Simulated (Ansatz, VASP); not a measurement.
Rh: VASP beside Ansatz

```xyz
2
Lattice="2.6704 0.0000 0.0000 -1.3352 2.3126 0.0000 0.0000 0.0000 4.6658" Properties=species:S:1:pos:R:3 pbc="T T T"
Rh    1.3352    0.7709    3.4993
Rh    0.0000    1.5418    1.1664
```

Alike in both runs: task single point; functional PBE; k mesh 18 × 18 × 10; occupations gaussian, width 0.15 eV; no spin polarisation.

|  | VASP | Ansatz |
| --- | --- | --- |
| version | VASP 6.6.1 | Ansatz 0.2.0 |
| potentials or method | VASP PAW PBE potentials, release 64 (Rh_pv), cutoff 520 eV | scalar-relativistic, plane waves, PAW |
| valence electrons in the cell | 30 | 34 |

```csv
,VASP,Ansatz,Ansatz less VASP
gap on the k mesh at the Fermi level (eV),none,none,-
pressure (GPa),-3.7,-3.7,+0.02
"traceless stress, the component that is largest in VASP (GPa)",-12.50,-12.52,-0.018
```

A gap of «none» marks a metal or a gap that the smearing closes. VASP's potentials hold 30 valence electrons a cell and Ansatz's 34, so a difference there can come from the potentials and not from the codes.
